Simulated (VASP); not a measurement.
# Al3GaN4 (P-42m) in VASP: notebook, part 2 of 2

VASP 6.6.1. The steps go on from the part before.

### Step 5. Single point, r2SCAN (strain +0.000 along x and y, -0.040 along z)

POSCAR reads:

```
Al3GaN4
1.0
    4.4012372926      0.0000000000      0.0000000000
    0.0000000000      4.4012372926      0.0000000000
    0.0000000000      0.0000000000      4.2251878009
Al Ga N
3 1 4
Direct
    0.5000000000      0.5000000000      0.0000000000
    0.5000000000      0.0000000000      0.5000000000
    0.0000000000      0.5000000000      0.5000000000
    0.0000000000      0.0000000000      0.0000000000
    0.7444581602      0.7444581602      0.2555418398
    0.7444581602      0.2555418398      0.7444581602
    0.2555418398      0.7444581602      0.7444581602
    0.2555418398      0.2555418398      0.2555418398
```

INCAR.step1 reads:

```
SYSTEM = Al3GaN4
PREC = Accurate
ENCUT = 520
ISMEAR = 0
SIGMA = 0.05
LREAL = .False.
LASPH = .True.
NELM = 100
NBANDS = 31
GGA = PE
ALGO = Normal
EDIFF = 1E-4
LWAVE = .True.
LCHARG = .False.
```

INCAR.step2 reads:

```
SYSTEM = Al3GaN4
PREC = Accurate
ENCUT = 520
EDIFF = 1E-6
ISMEAR = 0
SIGMA = 0.05
LREAL = .False.
LASPH = .True.
NELM = 100
ALGO = Normal
ISIF = 2
LWAVE = .False.
LCHARG = .True.
METAGGA = R2SCAN
LMIXTAU = .True.
LELF = .True.
LVHAR = .True.
NBANDS = 31
ISTART = 1
```

KPOINTS reads:

```
regular mesh
0
Gamma
  6 6 6
  0 0 0
```

Potentials or basis: VASP PAW PBE potentials, release 64 (Al, Ga_d, N).

The run is started by

```bash
$ cat potpaw_PBE.64/Al/POTCAR potpaw_PBE.64/Ga_d/POTCAR potpaw_PBE.64/N/POTCAR > POTCAR
$ cp INCAR.step1 INCAR
$ mpirun -np 1 vasp_std > vasp.out
$ cp INCAR.step2 INCAR
$ mpirun -np 1 vasp_std > vasp.out
```

OUTCAR:

```text
SYSTEM = Al3GaN4
   PREC = Accurate
   ENCUT = 520
   EDIFF = 1E-6
   ISMEAR = 0
   LREAL = .False.
   LASPH = .True.
   NELM = 100
   ISIF = 2
   METAGGA = R2SCAN
   ISTART = 1

 ion  position               nearest neighbor table
   1  0.500  0.500  0.000-   5 1.87   6 1.87   7 1.87   8 1.87   2 3.05   3 3.05   2 3.05   3 3.05
                             2 3.05   2 3.05   3 3.05   3 3.05   4 3.11   4 3.11   4 3.11   4 3.11
   2  0.500  0.000  0.500-   5 1.87   6 1.87   7 1.87   8 1.87   1 3.05   4 3.05   1 3.05   4 3.05
                             1 3.05   1 3.05   4 3.05   4 3.05   3 3.11   3 3.11   3 3.11   3 3.11
   3  0.000  0.500  0.500-   5 1.87   6 1.87   7 1.87   8 1.87   1 3.05   4 3.05   1 3.05   4 3.05
                             4 3.05   4 3.05   1 3.05   1 3.05   2 3.11   2 3.11   2 3.11   2 3.11
   4  0.000  0.000  0.000-   5 1.92   6 1.92   7 1.92   8 1.92   2 3.05   3 3.05   2 3.05   3 3.05
                             3 3.05   3 3.05   2 3.05   2 3.05   1 3.11   1 3.11   1 3.11   1 3.11
   5  0.744  0.744  0.256-   1 1.87   2 1.87   3 1.87   4 1.92
   6  0.744  0.256  0.744-   1 1.87   2 1.87   3 1.87   4 1.92
   7  0.256  0.744  0.744-   1 1.87   2 1.87   3 1.87   4 1.92
   8  0.256  0.256  0.256-   1 1.87   2 1.87   3 1.87   4 1.92

  LATTYP: Found a simple tetragonal cell.
 ALAT       =     4.4012372926
 C/A-ratio  =     0.9600000000

  Lattice vectors:

 A1 = (   4.4012372926,   0.0000000000,   0.0000000000)
 A2 = (   0.0000000000,   4.4012372926,   0.0000000000)
 A3 = (   0.0000000000,   0.0000000000,   4.2251878009)

Analysis of symmetry for initial positions (statically):
=====================================================================
 Subroutine PRICEL returns:
 Original cell was already a primitive cell.

 Routine SETGRP: Setting up the symmetry group for a
 simple tetragonal supercell.

 Subroutine GETGRP returns: Found  8 space group operations
 (whereof  8 operations were pure point group operations)
 out of a pool of 16 trial point group operations.

The static configuration has the point symmetry D_2d.

Analysis of symmetry for dynamics (positions and initial velocities):
=====================================================================
 Subroutine PRICEL returns:
 Original cell was already a primitive cell.

 Routine SETGRP: Setting up the symmetry group for a
 simple tetragonal supercell.

 Subroutine GETGRP returns: Found  8 space group operations
 (whereof  8 operations were pure point group operations)
 out of a pool of 16 trial point group operations.

The dynamic configuration has the point symmetry D_2d.

 Subroutine INISYM returns: Found  8 space group operations
 (whereof  8 operations are pure point group operations),
 and found     1 'primitive' translations

----------------------------------------------------------------------------------------

                                     Primitive cell

  volume of cell :      81.8456

  direct lattice vectors                    reciprocal lattice vectors
     4.401237293  0.000000000  0.000000000     0.227208835  0.000000000  0.000000000
     0.000000000  4.401237293  0.000000000     0.000000000  0.227208835  0.000000000
     0.000000000  0.000000000  4.225187801     0.000000000  0.000000000  0.236675870

  length of vectors
     4.401237293  4.401237293  4.225187801     0.227208835  0.227208835  0.236675870

  position of ions in fractional coordinates (direct lattice)
     0.500000000  0.500000000  0.000000000
     0.500000000  0.000000000  0.500000000
[... 72 lines left out ...]
   number of dos      NEDOS =    301   number of ions     NIONS =      8
   total plane-waves  NPLWV =  41472
   dimension x,y,z NGX =    36 NGY =   36 NGZ =   32
   dimension x,y,z NGXF=    72 NGYF=   72 NGZF=   64
   ions per type =               3   1   4
   NGX,Y,Z   is equivalent  to a cutoff of  13.60, 13.60, 12.59 a.u.
   NGXF,Y,Z  is equivalent  to a cutoff of  27.20, 27.20, 25.18 a.u.
 SYSTEM =  Al3GaN4
   PREC   = accura    normal or accurate (medium, high low for compatibility)
   ISTART =      1    job   : 0-new  1-cont  2-samecut
   ICHARG =      0    charge: 1-file 2-atom 10-const
   ISPIN  =      1    spin polarized calculation?
   LNONCOLLINEAR =      F non collinear calculations
   LSORBIT =      F    spin-orbit coupling
   LASPH  =      T    aspherical Exc in radial PAW
   ENCUT  =  520.0 eV  38.22 Ry    6.18 a.u.   8.18  8.18  7.86*2*pi/ulx,y,z
   NELM   =    100;   NELMIN=  2; NELMDL=  0     # of ELM steps
   EDIFF  = 0.1E-05   stopping-criterion for ELM
   LREAL  =      F    real-space projection
   EDIFFG = 0.1E-04   stopping-criterion for IOM
   NSW    =      0    number of steps for IOM
   IBRION =     -1    ionic relax: 0-MD 1-quasi-New 2-CG
   NFREE  =      0    steps in history (QN), initial steepest desc. (CG)
   ISIF   =      2    stress and relaxation
   ISYM   =      2    0-nonsym 1-usesym 2-fastsym
   POTIM  = 0.5000    time-step for ionic-motion
   TEBEG  =    0.0;   TEEND  =   0.0 temperature during run
   PSTRESS=    0.0 pullay stress
   NELECT =      42.0000    total number of electrons
   NUPDOWN=      -1.0000    fix difference up-down
   EMIN   =  10.00;   EMAX   =-10.00  energy-range for DOS
   EFERMI =   0.00;   METHOD = LEGACY
   ISMEAR =     0;   SIGMA  =   0.05  broadening in eV -4-tet -1-fermi 0-gaus
   EFERMI_NEDOS =   21; number of points for ismear=-14 and -15
   IALGO  =     38    algorithm
   IMIX   =      4    mixing-type and parameters
     AMIX     =   0.40;   BMIX     =  1.00
     AMIX_MAG =   1.60;   BMIX_MAG =  1.00
  volume/ion in A,a.u.               =      10.23        69.04
  Fermi-wavevector in a.u.,A,eV,Ry     =   1.310668  2.476804 23.372780  1.717851
  Thomas-Fermi vector in A             =   2.441183
   LORBIT       =      0    0 simple, 1 ext, 2 COOP (PROOUT), +10 PAW based schemes
   METAGGA = R2SCAN    functional components
   LHFCALC =     F    Hartree Fock is set to
   AEXX    =    0.0000 exact exchange contribution
   IVDW    =     0    specifies the selected vdW correction
   LEPSILON=     F    determine dielectric tensor
   LRPA    =     F    only Hartree local field effects (RPA)
 non-spin polarized calculation
 Gauss-broadening in eV      SIGMA  =   0.05
  energy-cutoff  :      520.00
  volume of cell :       81.85
 maximum number of plane-waves:      2224
 NGX is ok and might be reduce to    36
   NGX = 17   NGY = 17   NGZ = 15

 number of electron      41.9999992 magnetization

 Free energy of the ion-electron system (eV)
  ---------------------------------------------------
  ext. energy  EPLUGINS =         0.00000000
  ---------------------------------------------------
  free energy    TOTEN  =       -79.30217416 eV

  energy without entropy =      -79.30217416  energy(sigma->0) =      -79.30217416

 E-fermi :   6.2993     XC(G=0): -11.9573

 val. band max:        6.0081315939   @ k =   0.0000   0.0000   0.0000
 cond. band min:       9.8025161923   @ k =   0.0000   0.0000   0.0000
 fundamental gap:      3.7943845985
 Fermi energy:         6.2992544872

 k-point     1 :       0.0000    0.0000    0.0000
  band No.  band energies     occupation
      1     -10.3477      2.00000
      2      -8.2790      2.00000
      3      -8.2790      2.00000
      4      -8.2208      2.00000
      5      -7.0370      2.00000
      6      -7.0204      2.00000
[... 805 lines left out ...]
     30      17.2834      0.00000
     31      18.0684      0.00000

 [... further k-points ...]

------------------------ aborting loop because EDIFF is reached ----------------------------------------

  FORCE on cell =-STRESS in cart. coord.  units (eV):
  Direction    XX          YY          ZZ          XY          YZ          ZX
  --------------------------------------------------------------------------------------
  -------------------------------------------------------------------------------------
  Total        3.7795339      3.7795339      6.3097713      0.0000000      0.0000000      0.0000000
  in kB       73.9866302     73.9866302    123.5175356      0.0000000      0.0000000      0.0000000
  external PRESSURE =      90.4969320 kB  Pullay stress =       0.0000000 kB

 VOLUME and BASIS-vectors are now :
 -----------------------------------------------------------------------------
  energy-cutoff  :      520.00
  volume of cell :       81.85
      direct lattice vectors                 reciprocal lattice vectors
     4.401237293  0.000000000  0.000000000     0.227208835  0.000000000  0.000000000
     0.000000000  4.401237293  0.000000000     0.000000000  0.227208835  0.000000000
     0.000000000  0.000000000  4.225187801     0.000000000  0.000000000  0.236675870

 POSITION                                       TOTAL-FORCE (eV/Angst)
 -----------------------------------------------------------------------------------
      2.20062      2.20062      0.00000         0.000000      0.000000      0.000000
      2.20062      0.00000      2.11259         0.000000      0.000000     -0.000000
      0.00000      2.20062      2.11259         0.000000      0.000000      0.000000
      0.00000      0.00000      0.00000        -0.000000      0.000000      0.000000
      3.27654      3.27654      1.07971        -0.031746     -0.031746      0.090224
      3.27654      1.12470      3.14548        -0.031746      0.031746     -0.090224
      1.12470      3.27654      3.14548         0.031746     -0.031746     -0.090224
      1.12470      1.12470      1.07971         0.031746      0.031746      0.090224
 -----------------------------------------------------------------------------------
    total drift:                               -0.000000     -0.000000      0.000000

  FREE ENERGIE OF THE ION-ELECTRON SYSTEM (eV)
  ---------------------------------------------------
  free  energy   TOTEN  =       -79.3021741625 eV

  energy  without entropy=      -79.3021741625  energy(sigma->0) =      -79.30217416
```

Wall time 8.4 min (1 thread of Intel Xeon 8259CL, shared host); peak memory 0.26 GiB.

Results:

```yaml
Free_energy: -79.3022 eV
Pressure: 9.0 GPa
Largest_force: 0.101 eV/Å
Band_gap_on_the_k_mesh: 3.79 eV
```

Forces in eV/Å, atoms in the order of the input:
```
Al   0.000  0.000  0.000
Al   0.000  0.000  0.000
Al   0.000  0.000  0.000
Ga   0.000  0.000  0.000
N   -0.032 -0.032  0.090
N   -0.032  0.032 -0.090
N    0.032 -0.032 -0.090
N    0.032  0.032  0.090
```

Stress tensor (GPa, compression positive):
```
 7.40  0.00  0.00
 0.00  7.40  0.00
 0.00  0.00 12.35
```

Caveat: the cell differs from its parent crystal (strain +0.000 along x and y, -0.040 along z); the cell stands under pressure; the PAW data sets were made with another functional, which shifts forces and pressure a little.

### Step 6. The runs side by side

```csv
cell,gap on the mesh (eV),pressure (GPa),largest force (eV/Å)
"a = 4.401, b = 4.401, c = 4.577 Å, 8 atoms",3.69,-7.7,0.07
"a = 4.577, b = 4.577, c = 4.401 Å, 8 atoms",3.34,-14.1,0.07
"a = 4.225, b = 4.225, c = 4.401 Å, 8 atoms",3.92,19.8,0.12
"a = 4.401, b = 4.401, c = 4.225 Å, 8 atoms",3.79,9.0,0.10
```

Alike in all rows: task single point; level r2SCAN; potentials or basis VASP PAW PBE potentials, release 64 (Al, Ga_d, N); no spin polarisation; k mesh 6 × 6 × 6; cutoff (eV) 520; smearing gaussian 0.05 eV.

Caveats: the PAW data sets were made with another functional, which shifts forces and pressure a little; the stress differs along the axes, from -12 to -6 GPa (at least some runs); the stress differs along the axes, from -16 to -11 GPa (at least some runs); the stress differs along the axes, from 16 to 22 GPa (at least some runs); the cell stands under pressure (at least some runs).

Total energies depend on the potentials used, so only differences within one code and one set of settings carry meaning.
